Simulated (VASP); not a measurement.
Set up this calculation in VASP 6.6.1, as the native input.

```
Task                   : single point
Functional             : PBEsol
Potentials or basis    : VASP PAW PBE potentials, release 64 (Al, O)
Cutoff                 : 520 eV
k mesh                 : 7 × 7 × 3
Occupations            : gaussian, width 0.01 eV
Spin                   : no spin polarisation
Dipole correction      : no
Further INCAR settings : ALGO = Normal; EDIFF = 1e-06; NBANDS = 20
```

The structure of Al2O3 lies in POSCAR:

```
Al2O3
1.0
    3.0174830000      0.0000000000      0.0000000000
   -1.5087410000      2.6132170000      0.0000000000
    0.0000000000      0.0000000000      7.5746360000
Al O
2 3
Direct
    0.0000000000      0.0000000000      0.2779510000
    0.0000000000      0.0000000000      0.7220490000
    0.3333330000      0.6666670000      0.1994540000
    0.6666670000      0.3333330000      0.8005460000
    0.0000000000      0.0000000000      0.5000000000
```

The input as run:

INCAR

```
SYSTEM = Al2O3
PREC = Accurate ; ENCUT = 520
EDIFF = 1E-6 ; ISMEAR = 0
SIGMA = 0.01 ; LREAL = .FALSE.
LASPH = .TRUE. ; NELM = 100
ALGO = Normal ; ISIF = 2
LWAVE = .FALSE. ; LCHARG = .FALSE.
GGA = PS ; NBANDS = 20
```

KPOINTS

```
Automatic mesh
0
G
  7 7 3
  0 0 0
```

Potentials or basis: VASP PAW PBE potentials, release 64 (Al, O).

Launch:

```bash
$ cat potpaw_PBE.64/Al/POTCAR potpaw_PBE.64/O/POTCAR > POTCAR
$ mpirun -np 1 vasp_std > vasp.out
```

It gave:

| Property | Result |
| --- | --- |
| Pressure | -3.5 GPa |
| Largest force | 0.188 eV/Å |
| Band gap on the k mesh | 2.19 eV, direct |

Caveat: the PAW data sets were made with another functional, which shifts forces and pressure a little.

It took 29 s on 1 thread of AMD EPYC 7R43 64-Core Processor (Zen 3) (shared host), peak memory 0.14 GiB.
